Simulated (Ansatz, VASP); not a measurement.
Fe: VASP beside Ansatz

```
Fe
1.0
     2.48190    0.00000    0.00000
    -1.24095    2.14939    0.00000
     0.00000    0.00000    3.91729
Fe
2
Direct
  0.33333 0.66667 0.25000
  0.66667 0.33333 0.75000
```

Change from the starting cell: volume scaled by 1.06, crystal datasets.

Alike in both runs: task electric field gradients; functional PBEsol; k mesh 17 × 17 × 10; occupations fermi-dirac, width 0.08 eV; no spin polarisation.

```csv
,VASP,Ansatz
version,VASP 6.6.1,Ansatz 0.2.0
potentials or method,"VASP PAW PBE potentials, release 64 (Fe), cutoff 520 eV","all-electron PAW with datasets made for the crystal, scalar-relativistic"
```

|  | VASP | Ansatz | Ansatz less VASP |
| --- | --- | --- | --- |
| pressure (GPa) | -17.6 | -17.4 | +0.18 |
| traceless stress, the component that is largest in VASP (GPa) | -0.01 | 0.07 | +0.074 |
| size of Vzz on the site where it differs most (V/Å²) | 7.3 | 4.3 | -3.03 |

VASP's potentials were made for PBE, not for PBEsol. Ansatz ran all-electron here, and VASP with PAW potentials. Ansatz's warnings: printed levels off.
